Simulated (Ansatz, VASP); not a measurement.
## VMo: VASP beside Ansatz

```
V Mo
1.0
     1.53728   -2.22403    0.00000
     1.53728    2.22403    0.00000
     0.00000    0.00000    4.22901
V Mo
1 1
Direct
  0.50000 0.50000 0.50000
  0.00000 0.00000 0.00000
```

Alike in both runs: task single point; functional PBEsol; k mesh 14 × 14 × 9; occupations fermi-dirac, width 0.05 eV; no spin polarisation.

```csv
,VASP,Ansatz
version,VASP 6.6.1,Ansatz 0.2.0
potentials or method,"VASP PAW PBE potentials, release 64 (V_sv, Mo_sv), cutoff 520 eV","all-electron LAPW, scalar-relativistic"
```

Ansatz gave:

```
pressure (GPa)                                                : -5.8
traceless stress, the component that is largest in VASP (GPa) : 0.34
```

Problem. Which values does VASP return?

Solution. Pressure (GPa): -5.5; traceless stress, the component that is largest in VASP (GPa): 0.37.

VASP's potentials were made for PBE, not for PBEsol. Ansatz ran all-electron here, and VASP with PAW potentials.
